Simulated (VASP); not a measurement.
Set up this calculation in VASP 6.6.1, as the native input.

| Item | Value |
| --- | --- |
| Task | single point |
| Functional | PBE |
| Potentials or basis | VASP PAW PBE potentials, release 64 (Eu) |
| Cutoff | 520 eV |
| k mesh | 12 × 12 × 12 |
| Occupations | fermi-dirac, width 0.03 eV |
| Spin | collinear spin, ferromagnetic start |
| Starting moments | [7.0] μB |
| Dipole correction | no |
| Further INCAR settings | ALGO = Normal; EDIFF = 1e-06; NBANDS = 18 |

The structure of Eu lies in POSCAR:

```
Eu
1.0
    0.0000000000      2.7418205909      2.7418205909
    2.7418205909      0.0000000000      2.7418205909
    2.7418205909      2.7418205909      0.0000000000
Eu
1
Direct
    0.0000000000      0.0000000000      0.0000000000
```

These files were run (other wordings do the same):

INCAR

```
PREC = Accurate ; ENCUT = 520
EDIFF = 1E-6 ; ISMEAR = -1
SIGMA = 0.03 ; LREAL = F
LASPH = T ; NELM = 150
ALGO = Normal ; ISIF = 2
LWAVE = F ; LCHARG = T
ISPIN = 2 ; MAGMOM = 7
LORBIT = 11 ; LMAXMIX = 6
GGA = PE ; LELF = T
LVHAR = T ; NBANDS = 18
```

KPOINTS

```
Automatic mesh
0
Gamma
  12 12 12
```

Potentials or basis: VASP PAW PBE potentials, release 64 (Eu).

The run is started by

```sh
$ cat potpaw_PBE.64/Eu/POTCAR > POTCAR
$ mpirun -np 1 vasp_std > vasp.out
```

It gave:

The pressure is -0.2 GPa and the net moment is 7.55 μB per cell. The site moments are Eu +6.74 μB and the valence electrons inside the program's atomic spheres are Eu 14.74.

It took 2.6 min on 1 thread of Intel(R) Xeon(R) Platinum 8259CL CPU @ 2.50GHz (Skylake/Cascade Lake), on a shared host, peak memory 0.26 GiB.
